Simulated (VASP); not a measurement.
Wanted: the native input for a VASP 6.6.1 run.

```yaml
Task: single point
Functional: PBE
Potentials_or_basis: VASP PAW PBE potentials, release 64 (Ba_sv, S)
Cutoff: 520 eV
k_mesh: 6 × 6 × 4
Occupations: gaussian, width 0.01 eV
Spin: no spin polarisation
Dipole_correction: no
Further_INCAR_settings: ALGO = Normal; EDIFF = 1e-06; NBANDS = 24
```

The structure of BaS lies in POSCAR:

```
BaS
1.0
    5.4874093192      0.0000000000      0.0000000000
   -2.7437046596      4.7522358714      0.0000000000
    0.0000000000      0.0000000000      6.5085181511
Ba S
2 2
Direct
    0.3333333333      0.6666666667     -0.0625004860
    0.6666666667      0.3333333333      0.4374995140
    0.3333333333      0.6666666667      0.4375004860
    0.6666666667      0.3333333333      0.9375004860
```

These files were run (other wordings do the same):

INCAR

```
PREC = Accurate
ENCUT = 520
EDIFF = 1E-6
ISMEAR = 0
SIGMA = 0.01
LREAL = F
LASPH = T
NELM = 60
ALGO = Normal
ISIF = 2
LWAVE = F
LCHARG = F
GGA = PE
NBANDS = 24
```

KPOINTS

```
regular mesh
0
Gamma
  6 6 4
```

Potentials or basis: VASP PAW PBE potentials, release 64 (Ba_sv, S).

Run with:

```console
$ cat potpaw_PBE.64/Ba_sv/POTCAR potpaw_PBE.64/S/POTCAR > POTCAR
$ mpirun -np 1 vasp_std > vasp.out
```

Results of the run:

| Property | Result |
| --- | --- |
| Pressure | -1.3 GPa |
| Band gap on the k mesh | 2.53 eV (least direct gap 2.66 eV) |

Caveat: the structure was generated, so it needn't be the stable form of BaS; spin-orbit coupling is left out, which moves the levels of the heavy elements.

Wall time 2.5 min on 1 thread of Intel Xeon 8259CL, on a shared host, peak memory 0.32 GiB.
